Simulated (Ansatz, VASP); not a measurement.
O: VASP beside Ansatz

```xyz
2
Lattice="12.0000 0.0000 0.0000 0.0000 12.3000 0.0000 0.0000 0.0000 12.6000" Properties=species:S:1:pos:R:3 pbc="T T T"
O     6.0000    6.1500    5.6885
O     6.0000    6.1500    6.9115
```

Alike in both runs: functional revPBE; k mesh 1 × 1 × 1; occupations fermi-dirac, width 0.01 eV; collinear spin.

Ansatz relaxed the structure, and its values are those at the end. VASP's run is a single point on that final structure, the one shown.

```csv
,VASP,Ansatz
version,VASP 6.6.1,Ansatz 0.2.0
potentials or method,"VASP PAW PBE potentials, release 64 (O), cutoff 520 eV","plane waves (420 eV) with PAW, scalar-relativistic"
valence electrons in the cell,12,12
```

```csv
,VASP,Ansatz,Ansatz less VASP
rms of the force components (eV/Å),0.611,0.000,-0.6108
net moment per atom (μB),1.00,1.00,0.000
size of the moment on the site where the two differ most (μB),0.81,0.56,-0.249
```

VASP's potentials were made for PBE, not for revPBE. Site moments also hang on the region over which each program counts them. One of these differences is far larger than is usual between the two programs; its cause wasn't traced. Ansatz's warnings: end state compared.

Noted on VASP's run: the standard files for N, O and F lose accuracy on very short bonds.
